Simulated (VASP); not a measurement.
**Li: relaxation of cell and atoms with PBEsol**

Li:

```
Li
1.0
     3.98810    0.00000    0.00000
    -1.99405    3.45379    0.00000
     0.00000    0.00000    4.52463
Li
3
Direct
  0.22540 0.00000 0.33333
  0.00000 0.22540 0.66667
  0.77460 0.77460 0.00000
```

```yaml
Program: VASP 6.6.1
Task: relaxation of cell and atoms
Functional: PBEsol
Potentials_or_basis: VASP PAW PBE potentials, release 64 (Li_sv)
Cutoff: 600 eV
k_mesh: 6 × 6 × 4
Occupations: gaussian, width 0.1 eV
Spin: no spin polarisation
Dipole_correction: no
Further_INCAR_settings: ALGO = Fast; EDIFF = 1e-06; IBRION = 2; EDIFFG = -0.04; NSW = 90; ISIF = 3
```

The relaxed volume is 18.69 Å³/atom, the relaxed cell is a = 3.327 Å, b = 3.327 Å, c = 5.851 Å, α = 90.00°, β = 90.00°, γ = 120.00° and the space group after relaxing (to 0.05 Å) is P3_121 (No. 152). The energy gained by relaxing is 382.7 meV/atom, the ionic steps are 12 and the pressure after relaxing is 0.2 GPa. The largest force after relaxing is 0.029 eV/Å.

Forces on the atoms (eV/Å):
```
Li  -0.029  0.000  0.000
Li   0.015 -0.025  0.000
Li   0.015  0.025  0.000
```

Stress tensor (GPa, compression positive):
```
0.10 0.00 0.00
0.00 0.10 0.00
0.00 0.00 0.29
```

The path:
```tsv
step	energy change (eV)	largest force (eV/Å)	pressure (GPa)	volume (Å³)
1	0.0000	1.6304	1.44	62.32
2	-0.3822	1.1747	0.46	64.00
3	-0.8522	0.3980	-0.98	67.82
4	-0.8860	0.1799	-2.39	75.10
5	-0.9479	0.1038	-1.96	72.71
6	-0.9586	0.0171	-1.67	71.00
7	-1.0219	0.0001	-1.20	66.56
8	-1.0901	0.0309	0.00	59.67
9	-1.0006	0.0750	4.75	47.00
10	-1.1015	0.0397	0.80	56.57
11	-1.1345	0.0347	0.58	56.45
12	-1.1481	0.0293	0.16	56.08
```

Final structure:
```yaml
crystal:
  lattice:
    - [3.32682, 0.00000, 0.00000]
    - [-1.66341, 2.88111, 0.00000]
    - [0.00000, 0.00000, 5.85126]
  atoms:
    - { symbol: Li, position: [0.34048, 0.00000, 0.33333] }
    - { symbol: Li, position: [0.00000, 0.34048, 0.66667] }
    - { symbol: Li, position: [0.65952, 0.65952, 0.00000] }
```

Levels at points of the mesh, in eV from the Fermi level:
| k point | band 3 | band 4 | band 5 | band 6 | band 7 | band 8 |
| --- | --- | --- | --- | --- | --- | --- |
| (0.00, 0.00, 0.00) | -45.86 | -3.56 | -0.31 | -0.31 | 9.92 | 10.02 |
| (0.50, 0.00, 0.00) | -45.86 | -0.37 | -0.32 | 1.94 | 3.95 | 5.95 |
| (0.00, 0.00, 0.50) | -45.84 | -2.77 | -2.77 | 2.65 | 9.87 | 9.87 |
| (0.50, 0.00, 0.50) | -45.86 | -0.54 | 0.57 | 0.64 | 2.62 | 7.00 |

Run time: 6 min on 1 thread of Intel(R) Xeon(R) Platinum 8259CL CPU @ 2.50GHz (Skylake/Cascade Lake), with other jobs on the host, peak memory 0.19 GiB.

Caveat: the cutoff is under 1.25 times the usual one of these potentials, so pressure, stress and relaxed cells hold a basis-set (Pulay) error; the PAW data sets were made with another functional, which shifts forces and pressure a little.
